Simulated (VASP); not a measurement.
Y, 1 atom in the cell. The structure is orthorhombic, space group Immm (No. 71). The conventional cell has a = 3.453 Å, b = 3.576 Å, c = 4.970 Å, α = 90.00°, β = 90.00°, γ = 90.00°. Y (site symmetry mmm) has 12 Y at 3.45 to 3.58 Å within 4.5 Å.  This cell differs from its parent crystal: strain +0.0350 x Voigt [0, 0, 0, 1, 0, 0].

| Quantity | Value |
| --- | --- |
| Program | VASP 6.6.1 |
| Task | single point |
| Functional | r2SCAN |
| Potentials or basis | VASP PAW PBE potentials, release 64 (Y_sv) |
| Cutoff | 520 eV |
| k mesh | 16 × 16 × 16 |
| Occupations | gaussian, width 0.15 eV |
| Spin | no spin polarisation |
| Dipole correction | no |
| Further INCAR settings | ALGO = Normal; EDIFF = 1e-06; NBANDS = 12 |

Potentials or basis: VASP PAW PBE potentials, release 64 (Y_sv).

Command:

```bash
$ cat potpaw_PBE.64/Y_sv/POTCAR > POTCAR
$ cp INCAR.step1 INCAR
$ mpirun -np 1 vasp_std > vasp.out
$ cp INCAR.step2 INCAR
$ mpirun -np 1 vasp_std > vasp.out
```

Hardware: 1 thread of Intel(R) Xeon(R) 6975P-C (Granite Rapids), on a shared host.

**Question.** How long does it take, and how much memory?

**Answer.** Run time: 7.2 min on 1 thread of Intel(R) Xeon(R) 6975P-C (Granite Rapids), with other jobs on the host, peak memory 0.38 GiB. Counts: k points 621.
